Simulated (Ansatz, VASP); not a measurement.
# One calculation of GaP, two programs

```
CELL_PARAMETERS angstrom
2.69569 2.69569 0.00000
-2.69569 2.69569 0.00000
0.00000 2.69569 2.69569
ATOMIC_POSITIONS crystal
Ga 0.00000 0.00000 0.00000
P 0.75000 0.25000 0.50000
```

Alike in both runs: task single point; functional LDA; k mesh 8 × 8 × 8; no spin polarisation.

|  | VASP | Ansatz |
| --- | --- | --- |
| version | VASP 6.6.1 | Ansatz 0.2.0 |
| potentials or method | VASP PAW LDA potentials, release 64 (Ga_d, P), cutoff 520 eV | all-electron LAPW, scalar-relativistic |
| occupations | gaussian, width 0.01 eV | fixed |

```tsv
	VASP	Ansatz	Ansatz less VASP
gap on the k mesh at the Fermi level (eV)	1.43	1.43	+0.002
pressure (GPa)	0.1	0.0	-0.07
```

LDA's correlation is that of Perdew and Zunger in VASP and of Perdew and Wang (1992) in Ansatz. Ansatz ran all-electron here, and VASP with PAW potentials.
